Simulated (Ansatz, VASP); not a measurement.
Two plane-wave programs on Ti3H2

```xyz
5
Lattice="2.9377 0.0000 0.0000 -1.4688 2.5441 0.0000 0.0000 0.0000 7.2616" Properties=species:S:1:pos:R:3 pbc="T T T"
Ti    0.0000    0.0000    0.0000
Ti    0.0000    1.6961    4.7847
Ti    1.4688    0.8480    2.4769
H     0.0000    1.6961    1.2004
H     1.4688    0.8480    6.0612
```

Alike in both runs: functional PBE; k mesh 12 × 12 × 6; occupations gaussian, width 0.1 eV; no spin polarisation.

Ansatz relaxed the structure, and its values are those at the end. VASP's run is a single point on that final structure, the one shown.

|  | VASP | Ansatz |
| --- | --- | --- |
| version | VASP 6.6.1 | Ansatz 0.2.0 |
| potentials or method | VASP PAW PBE potentials, release 64 (Ti_sv, H), cutoff 520 eV | scalar-relativistic, plane waves, PAW |
| valence electrons in the cell | 38 | 38 |

Ansatz gave:

| Quantity | Value |
| --- | --- |
| gap on the k mesh at the Fermi level (eV) | none |
| pressure (GPa) | 0.0 |

**Question.** Which values does VASP return?

**Answer.** gap on the k mesh at the Fermi level (eV): none; pressure (GPa): -0.2.

A gap of «none» marks a metal or a gap that the smearing closes.
